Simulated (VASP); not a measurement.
# ZnS (P1) in VASP: single point with PBE

Aim: the single point of ZnS with PBE.

Everything below comes from runs of VASP 6.6.1. Logs are shortened: lines on timing, memory, paths and dates and some standing lists are left out, and cuts for length are marked.

## (1) The cell of the first run

The typed cell holds 4 atoms: a = 3.846 Å, b = 3.845 Å, c = 6.303 Å, α = 90.02°, β = 89.93°, γ = 119.95°.

## (2) Single point, PBE

Contents of INCAR:

```
SYSTEM = ZnS
ALGO     = Normal         ! electronic algorithm
EDIFF    = 1E-6           ! SCF threshold, eV
ENCUT    = 500            ! plane-wave cutoff, eV
GGA      = PE             ! functional
GGA_COMPAT= .FALSE.      
ISIF     = 2              ! what is computed and relaxed
ISMEAR   = 0              ! smearing method
LASPH    = .TRUE.         ! aspherical terms in the spheres
LCHARG   = .FALSE.        ! write CHGCAR
LREAL    = .FALSE.        ! projectors in reciprocal space
LWAVE    = .FALSE.        ! write WAVECAR
NBANDS   = 26             ! bands
NELM     = 120            ! most SCF steps
PREC     = Accurate       ! precision mode
SIGMA    = 0.05           ! smearing width, eV
```

Contents of KPOINTS:

```
k-points
0
G
  6 6 4
  0 0 0
```

Contents of POSCAR:

```
ZnS
1.0
    3.8460669243      0.0020938565      0.0023385676
   -1.9212201292      3.3301804179     -0.0006194677
    0.0038344753      0.0010409811      6.3029198774
Zn S
2 2
Direct
    0.3333099367      0.6666744833      0.0052334760
    0.6664617651      0.3332605203      0.5052008555
    0.3331129333      0.6666978956      0.3797715397
    0.6671153649      0.3333671008      0.8797941289
```

Potentials or basis: VASP PAW PBE potentials, release 64 (Zn, S).

On the command line:

```bash
$ cat potpaw_PBE.64/Zn/POTCAR potpaw_PBE.64/S/POTCAR > POTCAR
$ mpirun -np 1 vasp_std > vasp.out
```

OUTCAR:

```text
SYSTEM = ZnS
   EDIFF = 1E-6
   ENCUT = 500
   GGA = PE
   ISIF = 2
   ISMEAR = 0
   LASPH = .TRUE.
   LREAL = .FALSE.
   NELM = 120
   PREC = Accurate

 ion  position               nearest neighbor table
   1  0.333  0.667  0.005-   4 2.36   4 2.36   4 2.36   3 2.36
   2  0.666  0.333  0.505-   3 2.36   3 2.36   3 2.36   4 2.36
   3  0.333  0.667  0.380-   2 2.36   2 2.36   2 2.36   1 2.36
   4  0.667  0.333  0.880-   1 2.36   1 2.36   1 2.36   2 2.36

  LATTYP: Found a triclinic cell.
 ALAT       =     3.8460682052
 B/A-ratio  =     0.9996263609
 C/A-ratio  =     1.6387959842
 COS(alpha) =     0.0003220758
 COS(beta)  =     0.0012164955
 COS(gamma) =     0.4992434345

  Lattice vectors:

 A1 = (  -3.8460669243,  -0.0020938565,  -0.0023385676)
 A2 = (  -1.9212201292,   3.3301804179,  -0.0006194677)
 A3 = (  -0.0038344753,  -0.0010409811,  -6.3029198774)

Analysis of symmetry for initial positions (statically):
=====================================================================
 Subroutine PRICEL returns:
 Original cell was already a primitive cell.

 Routine SETGRP: Setting up the symmetry group for a
 triclinic supercell.

 Subroutine GETGRP returns: Found  1 space group operations
 (whereof  1 operations were pure point group operations)
 out of a pool of  2 trial point group operations.

The static configuration has the point symmetry C_1 .

Analysis of symmetry for dynamics (positions and initial velocities):
=====================================================================
 Subroutine PRICEL returns:
 Original cell was already a primitive cell.

 Routine SETGRP: Setting up the symmetry group for a
 triclinic supercell.

 Subroutine GETGRP returns: Found  1 space group operations
 (whereof  1 operations were pure point group operations)
 out of a pool of  2 trial point group operations.

The dynamic configuration has the point symmetry C_1 .

 Subroutine INISYM returns: Found  1 space group operations
 (whereof  1 operations are pure point group operations),
 and found     1 'primitive' translations

----------------------------------------------------------------------------------------

                                     Primitive cell

  volume of cell :      80.7537

  direct lattice vectors                    reciprocal lattice vectors
[... 89 lines left out ...]
   ENCUT  =  500.0 eV  36.75 Ry    6.06 a.u.   7.01  7.01 11.49*2*pi/ulx,y,z
   NELM   =    120;   NELMIN=  2; NELMDL= -5     # of ELM steps
   EDIFF  = 0.1E-05   stopping-criterion for ELM
   LREAL  =      F    real-space projection
   EDIFFG = 0.1E-04   stopping-criterion for IOM
   NSW    =      0    number of steps for IOM
   IBRION =     -1    ionic relax: 0-MD 1-quasi-New 2-CG
   NFREE  =      0    steps in history (QN), initial steepest desc. (CG)
   ISIF   =      2    stress and relaxation
   ISYM   =      2    0-nonsym 1-usesym 2-fastsym
   POTIM  = 0.5000    time-step for ionic-motion
   TEBEG  =    0.0;   TEEND  =   0.0 temperature during run
   PSTRESS=    0.0 pullay stress
   NELECT =      36.0000    total number of electrons
   NUPDOWN=      -1.0000    fix difference up-down
   EMIN   =  10.00;   EMAX   =-10.00  energy-range for DOS
   EFERMI =   0.00;   METHOD = LEGACY
   ISMEAR =     0;   SIGMA  =   0.05  broadening in eV -4-tet -1-fermi 0-gaus
   EFERMI_NEDOS =   21; number of points for ismear=-14 and -15
   IALGO  =     38    algorithm
   IMIX   =      4    mixing-type and parameters
     AMIX     =   0.40;   BMIX     =  1.00
     AMIX_MAG =   1.60;   BMIX_MAG =  1.00
  volume/ion in A,a.u.               =      20.19       136.24
  Fermi-wavevector in a.u.,A,eV,Ry     =   1.250609  2.363308 21.279815  1.564022
  Thomas-Fermi vector in A             =   2.384595
   LORBIT       =      0    0 simple, 1 ext, 2 COOP (PROOUT), +10 PAW based schemes
   GGA     = PE    functional components
   LHFCALC =     F    Hartree Fock is set to
   AEXX    =    0.0000 exact exchange contribution
   IVDW    =     0    specifies the selected vdW correction
   LEPSILON=     F    determine dielectric tensor
   LRPA    =     F    only Hartree local field effects (RPA)
 non-spin polarized calculation
 Gauss-broadening in eV      SIGMA  =   0.05
  energy-cutoff  :      500.00
  volume of cell :       80.75
 maximum number of plane-waves:      2062
   NGX = 13   NGY = 13   NGZ = 23

 number of electron      35.9999990 magnetization

 Free energy of the ion-electron system (eV)
  ---------------------------------------------------
  ext. energy  EPLUGINS =         0.00000000
  ---------------------------------------------------
  free energy    TOTEN  =       -13.69029153 eV

  energy without entropy =      -13.69029153  energy(sigma->0) =      -13.69029153

 E-fermi :   2.1839     XC(G=0):  -9.5149

 val. band max:        1.9148817308   @ k =   0.0000   0.0000   0.0000
 cond. band min:       3.9946821207   @ k =   0.0000   0.0000   0.0000
 fundamental gap:      2.0798003899
 Fermi energy:         2.1839012043

 k-point     1 :       0.0000    0.0000    0.0000
  band No.  band energies     occupation
      1     -11.0931      2.00000
      2     -10.2027      2.00000
      3      -4.3429      2.00000
      4      -4.3309      2.00000
      5      -4.3304      2.00000
      6      -4.2528      2.00000
[... 685 lines left out ...]
     25      11.5723      0.00000
     26      12.4644      0.00000

 [... further k-points ...]

------------------------ aborting loop because EDIFF is reached ----------------------------------------

  FORCE on cell =-STRESS in cart. coord.  units (eV):
  Direction    XX          YY          ZZ          XY          YZ          ZX
  --------------------------------------------------------------------------------------
  -------------------------------------------------------------------------------------
  Total        0.0729776      0.0683330      0.0925865     -0.0157915     -0.0044157     -0.0164858
  in kB        1.4478967      1.3557458      1.8369428     -0.3133083     -0.0876097     -0.3270826
  external PRESSURE =       1.5468618 kB  Pullay stress =       0.0000000 kB

 VOLUME and BASIS-vectors are now :
 -----------------------------------------------------------------------------
  energy-cutoff  :      500.00
  volume of cell :       80.75
      direct lattice vectors                 reciprocal lattice vectors
     3.846066924  0.002093857  0.002338568     0.259924350  0.149953371 -0.000182895
    -1.921220129  3.330180418 -0.000619468    -0.000163398  0.300189756 -0.000049479
     0.003834475  0.001040981  6.302919877    -0.000096456 -0.000026134  0.158656689

 POSITION                                       TOTAL-FORCE (eV/Angst)
 -----------------------------------------------------------------------------------
      0.00112      2.22085      0.03335         0.000706      0.000055     -0.002041
      1.92493      1.11174      3.18559        -0.000061      0.000252      0.000060
      0.00176      2.22132      2.39404         0.000702     -0.000030      0.002034
      1.92867      1.11249      5.54663        -0.001347     -0.000277     -0.000054
 -----------------------------------------------------------------------------------
    total drift:                               -0.000109     -0.000005      0.000083

  FREE ENERGIE OF THE ION-ELECTRON SYSTEM (eV)
  ---------------------------------------------------
  free  energy   TOTEN  =       -13.6902915304 eV

  energy  without entropy=      -13.6902915304  energy(sigma->0) =      -13.69029153
```

OSZICAR:

```text
N       E                     dE             d eps       ncg     rms          rms(c)
DAV:   1     0.240491869197E+03    0.24049E+03   -0.16643E+04  3952   0.161E+03
DAV:   2     0.956822770409E+01   -0.23092E+03   -0.22063E+03  4098   0.343E+02
DAV:   3    -0.139740709094E+02   -0.23542E+02   -0.23310E+02  4730   0.110E+02
DAV:   4    -0.145375879341E+02   -0.56352E+00   -0.56231E+00  4612   0.171E+01
DAV:   5    -0.145462616871E+02   -0.86738E-02   -0.86716E-02  4770   0.209E+00    0.935E+00
DAV:   6    -0.136991472333E+02    0.84711E+00   -0.16304E+00  5938   0.364E+01    0.723E+00
DAV:   7    -0.136948684476E+02    0.42788E-02   -0.11744E+00  4182   0.631E+00    0.337E+00
DAV:   8    -0.136892710443E+02    0.55974E-02   -0.35206E-02  4904   0.189E+00    0.922E-01
DAV:   9    -0.136899021312E+02   -0.63109E-03   -0.81852E-03  5422   0.135E+00    0.221E-01
DAV:  10    -0.136900651474E+02   -0.16302E-03   -0.64831E-04  4622   0.322E-01    0.916E-02
DAV:  11    -0.136902896306E+02   -0.22448E-03   -0.36563E-04  4100   0.122E-01    0.583E-02
DAV:  12    -0.136902882980E+02    0.13326E-05   -0.11727E-05  5060   0.368E-02    0.108E-02
DAV:  13    -0.136902913464E+02   -0.30484E-05   -0.35830E-06  3752   0.230E-02    0.214E-03
DAV:  14    -0.136902915304E+02   -0.18397E-06   -0.58000E-07  3452   0.158E-02
   1 F= -.13690292E+02 E0= -.13690292E+02  d E =-.729255E-16
```

stdout:

```text
POSCAR found type information on POSCAR ZnS
 POSCAR found :  2 types and       4 ions
 scaLAPACK will be used
 LDA part: xc-table for (Slater+PW92), standard interpolation
 POSCAR, INCAR and KPOINTS ok, starting setup
 FFT: planning ... GRIDC
 FFT: planning ... GRID_SOFT
 FFT: planning ... GRID
 WAVECAR not read
 entering main loop
```

Run time: 61 s. Hardware: 1 thread of Intel Xeon 6975P-C (Granite Rapids), shared host; peak memory 0.26 GiB.

What came out:

```yaml
Free_energy: -13.6903 eV
Pressure: 0.2 GPa
Band_gap_on_the_k_mesh: 2.08 eV
```

Forces in eV/Å, atoms in the order of the input:
```
Zn   0.001  0.000 -0.002
Zn   0.000  0.000  0.000
S    0.001  0.000  0.002
S   -0.001  0.000  0.000
```
